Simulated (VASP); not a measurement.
# W (Im-3m) in VASP: notebook

Runs on W. Level: r2SCAN. Tasks: single point, relaxation of cell and atoms.

Program: VASP 6.6.1. These are calculated values, not measurements. Logs are shortened: lines on timing, memory, paths and dates and some standing lists are left out, and cuts for length are marked.

### 1 The cell of the first run

Symmetry: Im-3m, No. 229, cubic system. Conventional cell: a = 3.169 Å, b = 3.169 Å, c = 3.169 Å, α = 90.00°, β = 90.00°, γ = 90.00°. W (site symmetry m-3m) has 14 W at 2.74 to 3.17 Å within 3.6 Å.

### 2 Single point, r2SCAN

Contents of POSCAR:

```
W
1.0
   -1.5843183893      1.5843183893      1.5843183893
    1.5843183893     -1.5843183893      1.5843183893
    1.5843183893      1.5843183893     -1.5843183893
W
1
Direct
    0.0000000000      0.0000000000      0.0000000000
```

Contents of INCAR.step1:

```
  PREC = Accurate
  ENCUT = 520
  ISMEAR = 0
  SIGMA = 0.05
  LREAL = F
  LASPH = T
  NELM = 100
  NBANDS = 13
  GGA = PE
  ALGO = Normal
  EDIFF = 1E-4
  LWAVE = T
  LCHARG = F
```

Contents of INCAR.step2:

```
  PREC = Accurate
  ENCUT = 520
  EDIFF = 1E-7
  ISMEAR = 0
  SIGMA = 0.05
  LREAL = F
  LASPH = T
  NELM = 100
  ALGO = Normal
  ISIF = 2
  LWAVE = F
  LCHARG = F
  METAGGA = R2SCAN
  LMIXTAU = T
  NBANDS = 13
  ISTART = 1
```

Contents of KPOINTS:

```
regular mesh
0
Gamma
  10 10 10
```

Potentials or basis: VASP PAW PBE potentials, release 64 (W_sv).

The run is started by

```
$ cat potpaw_PBE.64/W_sv/POTCAR > POTCAR
$ cp INCAR.step1 INCAR
$ mpirun -np 1 vasp_std > vasp.out
$ cp INCAR.step2 INCAR
$ mpirun -np 1 vasp_std > vasp.out
```

OUTCAR:

```text
PREC = Accurate
   ENCUT = 520
   EDIFF = 1E-7
   ISMEAR = 0
   LREAL = F
   LASPH = T
   NELM = 100
   ISIF = 2
   METAGGA = R2SCAN
   ISTART = 1

 ion  position               nearest neighbor table
   1  0.000  0.000  0.000-

  LATTYP: Found a body centered cubic cell.
 ALAT       =     3.1686367786

  Lattice vectors:

 A1 = (  -1.5843183893,   1.5843183893,   1.5843183893)
 A2 = (   1.5843183893,  -1.5843183893,   1.5843183893)
 A3 = (   1.5843183893,   1.5843183893,  -1.5843183893)

Analysis of symmetry for initial positions (statically):
=====================================================================
 Subroutine PRICEL returns:
 Original cell was already a primitive cell.

 Routine SETGRP: Setting up the symmetry group for a
 body centered cubic supercell.

 Subroutine GETGRP returns: Found 48 space group operations
[... 9 lines left out ...]

 Routine SETGRP: Setting up the symmetry group for a
 body centered cubic supercell.

 Subroutine GETGRP returns: Found 48 space group operations
[... 11 lines left out ...]
                                     Primitive cell

  volume of cell :      15.9070

  direct lattice vectors                    reciprocal lattice vectors
    -1.584318389  1.584318389  1.584318389     0.000000000  0.315593130  0.315593130
     1.584318389 -1.584318389  1.584318389     0.315593130  0.000000000  0.315593130
     1.584318389  1.584318389 -1.584318389     0.315593130  0.315593130  0.000000000

  length of vectors
     2.744119946  2.744119946  2.744119946     0.446316085  0.446316085  0.446316085

  position of ions in fractional coordinates (direct lattice)
     0.000000000  0.000000000  0.000000000

  ion indices of the primitive-cell ions
   primitive index   ion index
                 1           1

----------------------------------------------------------------------------------------

 KPOINTS: regular mesh

Automatic generation of k-mesh.
 Grid dimensions read from file:
 generate k-points for:   10   10   10

 Generating k-lattice:

  Cartesian coordinates                     Fractional coordinates (reciprocal lattice)
     0.000000000  0.031559313  0.031559313     0.100000000  0.000000000  0.000000000
     0.031559313  0.000000000  0.031559313     0.000000000  0.100000000  0.000000000
     0.031559313  0.031559313  0.000000000     0.000000000  0.000000000  0.100000000

  Length of vectors
     0.044631609  0.044631609  0.044631609

[... 51 lines left out ...]
   ENCUT  =  520.0 eV  38.22 Ry    6.18 a.u.   5.10  5.10  5.10*2*pi/ulx,y,z
   NELM   =    100;   NELMIN=  2; NELMDL=  0     # of ELM steps
   EDIFF  = 0.1E-06   stopping-criterion for ELM
   LREAL  =      F    real-space projection
   EDIFFG = 0.1E-05   stopping-criterion for IOM
   NSW    =      0    number of steps for IOM
   IBRION =     -1    ionic relax: 0-MD 1-quasi-New 2-CG
   NFREE  =      0    steps in history (QN), initial steepest desc. (CG)
   ISIF   =      2    stress and relaxation
   ISYM   =      2    0-nonsym 1-usesym 2-fastsym
   POTIM  = 0.5000    time-step for ionic-motion
   TEBEG  =    0.0;   TEEND  =   0.0 temperature during run
   PSTRESS=    0.0 pullay stress
   NELECT =      14.0000    total number of electrons
   NUPDOWN=      -1.0000    fix difference up-down
   EMIN   =  10.00;   EMAX   =-10.00  energy-range for DOS
   EFERMI =   0.00;   METHOD = LEGACY
   ISMEAR =     0;   SIGMA  =   0.05  broadening in eV -4-tet -1-fermi 0-gaus
   EFERMI_NEDOS =   21; number of points for ismear=-14 and -15
   IALGO  =     38    algorithm
   IMIX   =      4    mixing-type and parameters
     AMIX     =   0.40;   BMIX     =  1.00
     AMIX_MAG =   1.60;   BMIX_MAG =  1.00
  volume/ion in A,a.u.               =      15.91       107.35
  Fermi-wavevector in a.u.,A,eV,Ry     =   1.568875  2.964744 33.488961  2.461369
  Thomas-Fermi vector in A             =   2.670841
   LORBIT       =      0    0 simple, 1 ext, 2 COOP (PROOUT), +10 PAW based schemes
   METAGGA = R2SCAN    functional components
   LHFCALC =     F    Hartree Fock is set to
   AEXX    =    0.0000 exact exchange contribution
   IVDW    =     0    specifies the selected vdW correction
   LEPSILON=     F    determine dielectric tensor
   LRPA    =     F    only Hartree local field effects (RPA)
 non-spin polarized calculation
 Gauss-broadening in eV      SIGMA  =   0.05
  energy-cutoff  :      520.00
  volume of cell :       15.91
 maximum number of plane-waves:       445
   NGX = 11   NGY = 11   NGZ = 11

 number of electron      14.0000003 magnetization

 Free energy of the ion-electron system (eV)
  ---------------------------------------------------
  ext. energy  EPLUGINS =         0.00000000
  ---------------------------------------------------
  free energy    TOTEN  =       -51.34254741 eV

  energy without entropy =      -51.34169868  energy(sigma->0) =      -51.34212305

 E-fermi :  11.4266     XC(G=0): -14.9403

 val. band max:       11.3759164441   @ k =   0.5000   0.5000   0.2000
 cond. band min:      11.4433095065   @ k =  -0.3000   0.3000   0.3000
 fundamental gap:      0.0673930624
 Fermi energy:        11.4265953092

 k-point     1 :       0.0000    0.0000    0.0000
  band No.  band energies     occupation
      1     -64.8916      2.00000
      2     -27.7559      2.00000
      3     -27.7559      2.00000
      4     -27.7559      2.00000
      5       1.1292      2.00000
      6       9.9610      2.00000
      7       9.9610      2.00000
      8       9.9610      2.00000
      9      13.7803      0.00000
     10      13.7803      0.00000
     11      26.4933      0.00000
     12      26.4933      0.00000
     13      26.4933      0.00000
[... 354 lines left out ...]
  band No.  band energies     occupation
      1     -64.7826      2.00000
      2     -28.6489      2.00000
      3     -28.0945      2.00000
      4     -27.8636      2.00000
      5       4.7036      2.00000
      6       8.6902      2.00000
      7       9.0859      2.00000
      8      12.1535      0.00000
      9      13.7811      0.00000
     10      14.8008      0.00000
     11      25.6816      0.00000
     12      28.2852      0.00000
     13      32.5890      0.00000

 [... further k-points ...]
[... 5 lines left out ...]
  --------------------------------------------------------------------------------------
  -------------------------------------------------------------------------------------
  Total        0.1142939      0.1142939      0.1142939     -0.0000000      0.0000000      0.0000000
  in kB       11.5118775     11.5118775     11.5118775     -0.0000000      0.0000000      0.0000000
  external PRESSURE =      11.5118775 kB  Pullay stress =       0.0000000 kB

 VOLUME and BASIS-vectors are now :
 -----------------------------------------------------------------------------
  energy-cutoff  :      520.00
  volume of cell :       15.91
      direct lattice vectors                 reciprocal lattice vectors
    -1.584318389  1.584318389  1.584318389     0.000000000  0.315593130  0.315593130
     1.584318389 -1.584318389  1.584318389     0.315593130  0.000000000  0.315593130
     1.584318389  1.584318389 -1.584318389     0.315593130  0.315593130  0.000000000

 POSITION                                       TOTAL-FORCE (eV/Angst)
 -----------------------------------------------------------------------------------
      0.00000      0.00000      0.00000         0.000000     -0.000000      0.000000
 -----------------------------------------------------------------------------------
    total drift:                                0.000000     -0.000000      0.000000

  FREE ENERGIE OF THE ION-ELECTRON SYSTEM (eV)
  ---------------------------------------------------
  free  energy   TOTEN  =       -51.3425474138 eV

  energy  without entropy=      -51.3416986816  energy(sigma->0) =      -51.34212305
```

OUTCAR.step1:

```text
PREC = Accurate
   ENCUT = 520
   ISMEAR = 0
   LREAL = F
   LASPH = T
[... 599 lines left out ...]

 POSITION                                       TOTAL-FORCE (eV/Angst)
 -----------------------------------------------------------------------------------
      0.00000      0.00000      0.00000        -0.000000     -0.000000      0.000000
 -----------------------------------------------------------------------------------
    total drift:                                0.000000     -0.000000      0.000000

  FREE ENERGIE OF THE ION-ELECTRON SYSTEM (eV)
  ---------------------------------------------------
  free  energy   TOTEN  =       -12.9443829304 eV

  energy  without entropy=      -12.9437033289  energy(sigma->0) =      -12.94404313
```

Wall time 18 s (1 thread of Intel Xeon 6975P-C (Granite Rapids), shared host); peak memory 0.13 GiB.

What came out:

| Item | Value |
| --- | --- |
| Free energy | -51.3425 eV |
| Pressure | 1.2 GPa |
| Band gap on the k mesh | zero (band 7 reaches 16.55 eV, above the bottom of band 8 at 9.96 eV) |

Levels at points of the mesh, in eV from the Fermi level:
```
           k point  band 3  band 4  band 5  band 6  band 7  band 8  band 9  band 10  band 11  band 12
(0.00, 0.00, 0.00)  -39.18  -39.18  -10.30   -1.47   -1.47   -1.47    2.35     2.35    15.07    15.07
(0.50, 0.00, 0.00)  -39.62  -39.19   -6.73   -3.92    0.33    2.19    3.24     6.12    11.41    11.88
(0.50, 0.50, 0.50)  -40.13  -40.13   -6.19   -6.19    5.12    5.12    5.12     8.33     8.33     8.33
```

Caveat: the PAW data sets were made with another functional, which shifts forces and pressure a little; spin-orbit coupling is left out, which moves the levels of the heavy elements.

### 3 Relaxation of cell and atoms, r2SCAN

This run uses another cell than the first one, of 15.85 Å³/atom, 0.996 times its volume.

Contents of POSCAR:

```
W
1.0
   -1.5823450000      1.5823450000      1.5823450000
    1.5823450000     -1.5823450000      1.5823450000
    1.5823450000      1.5823450000     -1.5823450000
W
1
Direct
    0.0000000000      0.0000000000      0.0000000000
```

Contents of INCAR.step1:

```
ALGO = Normal
EDIFF = 1E-4
ENCUT = 600
GGA = PE
ISMEAR = 0
LASPH = T
LCHARG = F
LREAL = F
LWAVE = T
NELM = 60
PREC = Accurate
SIGMA = 0.05
```

Contents of INCAR.step2:

```
ALGO = Normal
EDIFF = 1E-7
EDIFFG = -0.03
ENCUT = 600
IBRION = 2
ISIF = 3
ISMEAR = 0
ISTART = 1
LASPH = T
LCHARG = F
LMIXTAU = T
LREAL = F
LWAVE = F
METAGGA = R2SCAN
NELM = 60
NSW = 80
PREC = Accurate
SIGMA = 0.05
```

Contents of KPOINTS:

```
k-points
0
Gamma
  10 10 10
```

Potentials or basis: VASP PAW PBE potentials, release 64 (W_sv).

The run is started by

```
$ cat potpaw_PBE.64/W_sv/POTCAR > POTCAR
$ cp INCAR.step1 INCAR
$ mpirun -np 1 vasp_std > vasp.out
$ cp INCAR.step2 INCAR
$ mpirun -np 1 vasp_std > vasp.out
```

Run time: 44 s. Hardware: 1 thread of Intel Xeon 6975P-C (Granite Rapids), shared host; peak memory 0.16 GiB.

It converged, with:

```yaml
Free_energy: -51.3432 eV
Relaxed_volume: 15.96 Å³/atom
Relaxed_cell: a = 2.747 Å, b = 2.747 Å, c = 2.747 Å, α = 109.47°, β = 109.47°, γ = 109.47°
Space_group_after_relaxing_to_0.05_Å: Im-3m (No. 229)
Energy_gained_by_relaxing: 0.9 meV/atom
Ionic_steps: 3
Pressure_after_relaxing: 0.0 GPa
Band_gap_on_the_k_mesh: zero (band 7 reaches 16.47 eV, above the bottom of band 8 at 9.91 eV)
```

Step by step:
```csv
step,energy change (eV),largest force (eV/Å),pressure (GPa),volume (Å³)
1,0.0000,0.0000,2.41,15.85
2,0.0107,0.0000,-8.26,16.40
3,-0.0009,0.0000,-0.02,15.96
```

Final structure:
```xyz
1
Lattice="-1.5862 1.5862 1.5862 1.5862 -1.5862 1.5862 1.5862 1.5862 -1.5862" Properties=species:S:1:pos:R:3 pbc="T T T"
W     0.0000    0.0000    0.0000
```

Levels at points of the mesh, in eV from the Fermi level:
```csv
k point,band 3,band 4,band 5,band 6,band 7,band 8,band 9,band 10,band 11
"(0.00, 0.00, 0.00)",-39.19,-39.19,-10.28,-1.46,-1.46,-1.46,2.35,2.35,15.06
"(0.50, 0.00, 0.00)",-39.63,-39.20,-6.70,-3.90,0.31,2.18,3.22,6.08,11.35
"(0.50, 0.50, 0.50)",-40.13,-40.13,-6.15,-6.15,5.09,5.09,5.09,8.30,8.30
```

Caveat: the PAW data sets were made with another functional, which shifts forces and pressure a little; spin-orbit coupling is left out, which moves the levels of the heavy elements. Zero-point motion and thermal expansion aren't in these numbers.
